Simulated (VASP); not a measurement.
# Se: single point with PBEsol

Se:

```
Se
1.0
    -1.38735    1.38735    1.38735
     1.38735   -1.38735    1.38735
     1.38735    1.38735   -1.38735
Se
1
Direct
  0.00000 0.00000 0.00000
```

* Program: VASP 6.6.1
* Task: single point
* Functional: PBEsol
* Potentials or basis: VASP PAW PBE potentials, release 64 (Se)
* Cutoff: 520 eV
* k mesh: 30 × 30 × 30
* Occupations: gaussian, width 0.1 eV
* Spin: no spin polarisation

```
Pressure               : 188.5 GPa
Band gap on the k mesh : zero (band 3 reaches 24.00 eV, above the bottom of band 4 at 7.87 eV)
```

Levels at points of the mesh, in eV from the Fermi level:
```csv
k point,band 1,band 2,band 3,band 4,band 5,band 6
"(0.00, 0.00, 0.00)",-24.70,7.99,7.99,7.99,14.17,14.17
"(0.50, 0.00, 0.00)",-15.89,-13.85,0.55,4.07,7.18,8.18
"(0.50, 0.50, 0.50)",-7.61,-6.71,-6.71,-6.71,-0.11,-0.11
```

Run time: 28 s on 1 thread of Intel(R) Xeon(R) Platinum 8488C (Sapphire Rapids), with other jobs on the host, peak memory 0.18 GiB.

Caveat: the PAW data sets were made with another functional, which shifts forces and pressure a little.
